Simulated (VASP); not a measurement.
A run of VASP 6.6.1 is set up as follows.

File INCAR:

```
  ALGO = Fast
  EDIFF = 1E-7
  ENCUT = 520
  GGA = PE
  ISIF = 2
  ISMEAR = 0
  LASPH = True
  LCHARG = False
  LREAL = False
  LWAVE = False
  NBANDS = 17
  NELM = 100
  PREC = Accurate
  SIGMA = 0.1
```

The input KPOINTS:

```
k-points
0
Gamma
  12 12 8
```

Contents of POSCAR:

```
Ca
1.0
    3.8256793270      0.0000000000      0.0000000000
   -1.9128396635      3.3131354839      0.0000000000
    0.0000000000      0.0000000000      6.2853249923
Ca
2
Direct
    0.3333333333      0.6666666667      0.2500000000
    0.6666666667      0.3333333333      0.7500000000
```

Potentials or basis: VASP PAW PBE potentials, release 64 (Ca_sv).

Launch:

```sh
$ cat potpaw_PBE.64/Ca_sv/POTCAR > POTCAR
$ mpirun -np 1 vasp_std > vasp.out
```

**Question.** Predict the pressure.

**Answer.** 1.2 GPa.

**Question.** Estimate the band gap on the k mesh.

**Answer.** Zero (band 10 reaches 2.49 eV, above the bottom of band 11 at 2.03 eV).

Stress tensor (GPa, compression positive):
```
1.16 0.00 0.00
0.00 1.16 0.00
0.00 0.00 1.29
```
